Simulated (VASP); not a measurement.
Set up this calculation in VASP 6.6.1, as the native input.

| Property | Result |
| --- | --- |
| Task | relaxation of cell and atoms |
| Functional | LDA |
| Potentials or basis | VASP PAW LDA potentials, release 64 (Sc_sv) |
| Cutoff | 500 eV |
| k mesh | 8 × 8 × 8 |
| Occupations | fermi-dirac, width 0.05 eV |
| Spin | no spin polarisation |
| Dipole correction | no |
| Further INCAR settings | ALGO = Normal; EDIFF = 1e-07; IBRION = 2; EDIFFG = -0.03; NSW = 60; ISIF = 3 |

The structure of Sc lies in POSCAR:

```
Sc
1.0
    0.0000000000      2.3200000000      2.3200000000
    2.3200000000      0.0000000000      2.3200000000
    2.3200000000      2.3200000000      0.0000000000
Sc
1
Direct
    0.0000000000      0.0000000000      0.0000000000
```

This isn't the form of Sc at room conditions, which is hcp.

These files were run (other wordings do the same):

INCAR

```
SYSTEM = Sc
PREC = Accurate
ENCUT = 500
EDIFF = 1E-7
ISMEAR = -1
SIGMA = 0.05
LREAL = .False.
LASPH = .True.
NELM = 120
ALGO = Normal
ISIF = 3
LWAVE = .False.
LCHARG = .False.
IBRION = 2
NSW = 60
EDIFFG = -0.03
GGA_COMPAT = .False.
NELMIN = 4
```

KPOINTS

```
regular mesh
0
Gamma
  8 8 8
  0 0 0
```

Potentials or basis: VASP PAW LDA potentials, release 64 (Sc_sv).

Launch:

```bash
$ cat potpaw_LDA.64/Sc_sv/POTCAR > POTCAR
$ mpirun -np 1 vasp_std > vasp.out
```

Results of the run:

* Relaxed volume: 22.32 Å³/atom
* Relaxed cell: a = 3.160 Å, b = 3.160 Å, c = 3.160 Å, α = 60.00°, β = 60.00°, γ = 60.00°
* Space group after relaxing (to 0.1 Å): Fm-3m (No. 225)
* Energy gained by relaxing: 48.6 meV/atom
* Ionic steps: 3
* Pressure after relaxing: 0.0 GPa
* Band gap on the k mesh: zero (an odd number of electrons rules out a gap without spin polarisation)

Run time: 13 s on 1 thread of Intel(R) Xeon(R) Platinum 8259CL CPU @ 2.50GHz (Skylake/Cascade Lake), with other jobs on the host, peak memory 0.13 GiB.
